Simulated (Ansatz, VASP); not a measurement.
**Two plane-wave programs on HfO2**

```
Hf O
1.0
    -4.01942   -4.01942    0.00000
    -4.01942    4.01942    0.00000
     2.00971    2.00971   -5.32130
Hf O
4 8
Direct
  0.50000 0.50000 0.00000
  0.00000 0.00000 0.00000
  0.00000 0.75000 0.50000
  0.50000 0.25000 0.50000
  0.79828 0.75000 0.09655
  0.29828 0.25000 0.09655
  0.29828 0.50000 0.59655
  0.79828 0.00000 0.59655
  0.20172 0.75000 0.90345
  0.70172 0.25000 0.90345
  0.70172 0.50000 0.40345
  0.20172 0.00000 0.40345
```

Alike in both runs: functional PBE; k mesh 6 × 4 × 6; occupations gaussian, width 0.02 eV; no spin polarisation.

Ansatz relaxed the structure, and its values are those at the end. VASP's run is a single point on that final structure, the one shown.

|  | VASP | Ansatz |
| --- | --- | --- |
| version | VASP 6.6.1 | Ansatz 0.2.0 |
| potentials or method | VASP PAW PBE potentials, release 64 (Hf_pv, O), cutoff 520 eV | scalar-relativistic, plane waves, PAW |
| valence electrons in the cell | 88 | 152 |

|  | VASP | Ansatz | Ansatz less VASP |
| --- | --- | --- | --- |
| gap on the k mesh at the Fermi level (eV) | 4.42 | 4.42 | +0.007 |
| least direct gap on the mesh (eV) | 4.47 | 4.50 | +0.031 |
| pressure (GPa) | -2.4 | 0.0 | +2.41 |
| rms of the force components (eV/Å) | 0.022 | 0.002 | -0.0200 |

VASP's potentials hold 88 valence electrons a cell and Ansatz's 152, so a difference there can come from the potentials and not from the codes.

Spin-orbit coupling is off throughout.
